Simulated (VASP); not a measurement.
Cu:

```
Cu
1.0
     0.00000    1.79537    1.79537
     1.79537    0.00000    1.79537
     1.79537    1.79537    0.00000
Cu
1
Direct
  0.00000 0.00000 0.00000
```

Base run:

| Property | Result |
| --- | --- |
| Program | VASP 6.6.1 |
| Functional | revPBE |
| Dispersion | D4 |
| Potentials or basis | VASP PAW PBE potentials, release 64 (Cu) |
| Cutoff | 600 eV |
| k mesh | 13 × 13 × 13 |
| Occupations | fermi-dirac, width 0.05 eV |
| Spin | no spin polarisation |

Its results: pressure -4.2 GPa.

Problem. The run is repeated on the same cell with these changes: functional from revPBE to BLYP. What comes out?

Solution. Pressure -1.3 GPa.

Caveats: the PAW data sets were made with another functional, which shifts forces and pressure a little; pairwise dispersion overbinds metals, which lowers pressure and volume.
